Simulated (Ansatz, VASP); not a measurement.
## NaF: VASP beside Ansatz

File POSCAR:

```
NaF
1.0
    0.0000000000      2.2972417931      2.2972417931
    2.2972417931      0.0000000000      2.2972417931
    2.2972417931      2.2972417931      0.0000000000
Na F
1 1
Direct
    0.0000000000      0.0000000000      0.0000000000
    0.5000000000      0.5000000000      0.5000000000
```

INCAR.step1

```
PREC = Accurate ; ENCUT = 520
EDIFF = 1E-5 ; ISMEAR = 0
SIGMA = 0.01 ; LREAL = F
LASPH = T ; NELM = 120
ALGO = Normal ; ISIF = 2
LWAVE = T ; LCHARG = F
NBANDS = 14 ; GGA = PE
GGA_COMPAT = F
```

File INCAR.step2:

```
PREC = Accurate ; ENCUT = 520
EDIFF = 1E-6 ; ISMEAR = 0
SIGMA = 0.01 ; LREAL = F
LASPH = T ; NELM = 120
ALGO = Normal ; ISIF = 2
LWAVE = F ; LCHARG = F
GGA = PE ; LHFCALC = T
AEXX = 0.4 ; HFSCREEN = 0.2078
PRECFOCK = Normal ; NBANDS = 14
ISTART = 1 ; GGA_COMPAT = F
```

The input KPOINTS:

```
regular mesh
0
Gamma
  4 4 4
```

Input for Ansatz:

```yaml
crystal:
  lattice:
    - [0.0, 2.2972417931, 2.2972417931]
    - [2.2972417931, 0.0, 2.2972417931]
    - [2.2972417931, 2.2972417931, 0.0]
  atoms:
    - { symbol: Na, position: [0.0, 0.0, 0.0] }
    - { symbol: F, position: [0.5, 0.5, 0.5] }
kpoints:
  mp_grid: { grid: [4, 4, 4] }
hamiltonian:
  xc:
    exchange: pbe
    correlation: pbe
    exx: { coeff: 0.4, omega: 0.2078 }
scf:
  occupations: { method: fixed }
  n_extra_bands: 4
output:
  forces: true
  stress: true
  eigenvalues: true
```

Alike in both runs: task single point; functional PBE-based screened hybrid; k mesh 4 × 4 × 4; no spin polarisation.

|  | VASP | Ansatz |
| --- | --- | --- |
| version | VASP 6.6.1 | Ansatz 0.2.0 |
| potentials or method | VASP PAW PBE potentials, release 64 (Na_pv, F) | plane waves |
| plane-wave cutoff (eV) | 520 | 420 |
| occupations | gaussian, width 0.01 eV | fixed |
| valence electrons in the cell | 14 | 16 |

```tsv
	VASP	Ansatz	Ansatz less VASP
gap on the k mesh at the Fermi level (eV)	9.94	9.98	+0.041
pressure (GPa)	0.5	0.3	-0.25
```

VASP's potentials were made for PBE, not for PBE-based screened hybrid. VASP's potentials hold 14 valence electrons a cell and Ansatz's 16, so a difference there can come from the potentials and not from the codes. Ansatz's warnings: stress exchange threshold loose, stress scf threshold loose.

The k mesh is coarse, so the values compare programs but aren't converged.
